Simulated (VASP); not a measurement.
Zn3Bi2:

```
Zn Bi
1.0
     4.03134    0.00000    0.00000
     0.00000    4.03134    0.00000
     0.00000    0.00000    5.93768
Zn Bi
3 2
Direct
  0.50000 0.00000 0.99346
  0.00000 0.50000 0.99346
  0.00000 0.00000 0.27214
  0.00000 0.00000 0.72113
  0.50000 0.50000 0.28981
```

The cell was generated, and may not be a known phase.

- Program: VASP 6.6.1
- Task: relaxation of cell and atoms
- Functional: PBE
- Potentials or basis: VASP PAW PBE potentials, release 64 (Zn, Bi_d)
- Cutoff: 600 eV
- k mesh: 4 × 4 × 4
- Occupations: gaussian, width 0.1 eV
- Spin: no spin polarisation

At the start: pressure 25.1 GPa; volume 19.30 Å³/atom.

Problem. How do energy, volume and symmetry change on relaxing?

Solution. Over 16 steps the energy falls by 401.8 meV/atom and the volume is 24.32 Å³/atom (+26.0 %); space group P4mm (No. 99, to 0.1 Å) before and after.

The path:
```
step  energy change (eV)  largest force (eV/Å)  pressure (GPa)  volume (Å³)
   1              0.0000                3.0467           25.12        96.50
   2             -1.5236                0.7135           -5.24       145.22
   3             -1.9479                0.3788            0.04       124.56
   4             -1.9478                0.3803           -0.19       125.18
   5             -1.9610                0.3118           -0.26       125.10
   6             -1.9873                0.1445           -0.38       124.86
   7             -1.9884                0.1825           -0.39       124.22
   8             -1.9928                0.1121           -0.42       124.47
   9             -1.9935                0.1017           -0.42       124.67
  10             -1.9938                0.0942           -0.42       124.60
  11             -1.9970                0.1622            0.39       122.23
  12             -1.9973                0.1528            0.23       122.72
  13             -2.0018                0.1237            0.17       122.29
  14             -2.0082                0.0418            0.20       120.99
  15             -2.0083                0.0508           -0.37       122.16
  16             -2.0090                0.0287           -0.12       121.60
```

Final structure:
```
CELL_PARAMETERS angstrom
4.28718 0.00000 0.00000
0.00000 4.28718 0.00000
0.00000 0.00000 6.61571
ATOMIC_POSITIONS crystal
Zn 0.50000 0.00000 0.99463
Zn 0.00000 0.50000 0.99463
Zn 0.00000 0.00000 0.24955
Bi 0.00000 0.00000 0.70010
Bi 0.50000 0.50000 0.33109
```

Caveat: the k points lie up to 0.37 Å⁻¹ apart in the final cell, too coarse for converged energies and pressures of a metal; the volume moved by over 15 % at a fixed basis, so the end points are rough.
